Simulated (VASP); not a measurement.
InCu3O3:

```
In Cu O
1.0
     4.30536    0.00000    0.00000
     0.00000    4.30536    0.00000
     0.00000    0.00000    5.53110
In Cu O
1 3 3
Direct
  0.50000 0.50000 0.04585
  0.00000 0.50000 0.44631
  0.50000 0.00000 0.44631
  0.00000 0.00000 0.35658
  0.00000 0.50000 0.03404
  0.50000 0.00000 0.03404
  0.50000 0.50000 0.57060
```

The cell was generated, and may not be a known phase.

* Program: VASP 6.6.1
* Task: relaxation of cell and atoms
* Functional: PBE
* Potentials or basis: VASP PAW PBE potentials, release 64 (In_d, Cu, O)
* Cutoff: 600 eV
* k mesh: 3 × 3 × 2
* Occupations: gaussian, width 0.15 eV
* Spin: collinear spin
* Starting moments: [0.0, 1.0, 1.0, 1.0, 0.0, 0.0, 0.0] μB

At the start: pressure -4.4 GPa; volume 14.65 Å³/atom.

Problem. How do energy, volume and symmetry change on relaxing?

Solution. Over 35 steps the energy falls by 485.9 meV/atom and the volume is 13.13 Å³/atom (-10.3 %); space group P4mm (No. 99, to 0.1 Å) before and after; moment 0.00 μB per cell.

The path:
```tsv
step	energy change (eV)	largest force (eV/Å)	pressure (GPa)	volume (Å³)
1	0.0000	2.9228	-4.42	102.53
2	-1.2668	2.7683	-2.82	96.54
3	-1.8663	3.4295	14.58	83.60
4	-2.1157	2.0149	4.15	88.86
5	-2.1463	2.1842	6.36	87.41
6	-2.7383	0.7736	-3.02	90.26
7	-2.7523	0.9882	-4.22	90.81
8	-2.9763	0.3593	-0.86	86.90
9	-3.0035	0.2515	1.47	85.14
10	-3.0269	0.3449	-0.23	86.32
11	-3.0314	0.4118	-1.64	87.43
12	-3.0461	0.3869	-1.05	87.28
13	-3.0596	0.4415	0.27	87.00
14	-3.0779	0.4076	0.45	87.13
15	-3.1257	0.3196	1.15	87.52
16	-3.0922	1.8870	3.32	88.23
17	-3.1403	0.5219	1.70	87.73
18	-3.1415	0.7139	1.94	87.82
19	-3.1481	0.7602	1.90	88.01
20	-3.1661	0.9099	1.68	88.55
21	-3.1911	1.2641	1.34	89.63
22	-3.1722	2.1958	0.81	91.73
23	-3.1940	1.6031	1.15	90.41
24	-3.2255	1.4798	0.72	90.97
25	-3.2962	1.1633	-0.51	92.63
26	-3.3272	0.7125	-2.63	95.78
27	-3.3337	0.8412	-2.04	94.79
28	-3.3538	0.7033	-1.22	94.06
29	-3.3733	0.4064	0.91	92.33
30	-3.3813	0.3084	0.60	92.48
31	-3.3947	0.2502	-0.38	92.93
32	-3.3957	0.2471	-0.70	93.09
33	-3.3997	0.1559	-0.11	92.62
34	-3.4007	0.1108	-0.02	92.39
35	-3.4010	0.0558	0.43	91.94
```

Final structure:
```
CELL_PARAMETERS angstrom
3.99466 0.00000 0.00000
0.00000 3.99466 0.00000
0.00000 0.00000 5.76141
ATOMIC_POSITIONS crystal
In 0.50000 0.50000 0.95603
Cu 0.00000 0.50000 0.50058
Cu 0.50000 0.00000 0.50058
Cu 0.00000 0.00000 0.19703
O 0.00000 0.50000 0.10185
O 0.50000 0.00000 0.10185
O 0.50000 0.50000 0.57582
```

Caveat: the k points lie up to 0.55 Å⁻¹ apart in the final cell, too coarse for converged energies and pressures of a metal; the relaxation stopped at a loose force limit of 0.08 eV/Å, so its end isn't a converged minimum.
